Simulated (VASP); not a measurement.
Wanted: the native input for a VASP 6.6.1 run.

- Task: single point
- Functional: PBE
- Potentials or basis: VASP PAW PBE potentials, release 64 (Zn, O)
- Cutoff: 520 eV
- k mesh: 9 × 9 × 6
- Occupations: gaussian, width 0.02 eV
- Spin: no spin polarisation
- Dipole correction: no
- Further INCAR settings: ALGO = Normal; EDIFF = 1e-06; NBANDS = 26

The structure of ZnO (zincite) lies in POSCAR:

```
ZnO
1.0
    3.1779928422      0.0000000000      0.0000000000
   -1.5889964211      2.7522225344      0.0000000000
    0.0000000000      0.0000000000      5.1294583152
Zn O
2 2
Direct
    0.3333333333      0.6666666667      0.4999685893
    0.6666666667      0.3333333333     -0.0000314107
    0.6666666667      0.3333333333      0.3790414107
    0.3333333333      0.6666666667      0.8790414107
```

This cell differs from its parent crystal: volume scaled by 0.91, then relaxed in part.

These files were run (other wordings do the same):

INCAR

```
PREC = Accurate
ENCUT = 520
EDIFF = 1E-6
ISMEAR = 0
SIGMA = 0.02
LREAL = False
LASPH = True
NELM = 80
ALGO = Normal
ISIF = 2
LWAVE = False
LCHARG = True
GGA = PE
LELF = True
LVHAR = True
NBANDS = 26
```

KPOINTS

```
regular mesh
0
Gamma
  9 9 6
```

Potentials or basis: VASP PAW PBE potentials, release 64 (Zn, O).

Command:

```console
$ cat potpaw_PBE.64/Zn/POTCAR potpaw_PBE.64/O/POTCAR > POTCAR
$ mpirun -np 1 vasp_std > vasp.out
```

Results of the run:

The pressure is 16.4 GPa and the largest force is 0.007 eV/Å. The band gap on the k mesh is 0.86 eV, direct.

Wall time 29 s on 1 thread of Intel(R) Xeon(R) Platinum 8488C (Sapphire Rapids) (shared host), peak memory 0.18 GiB.
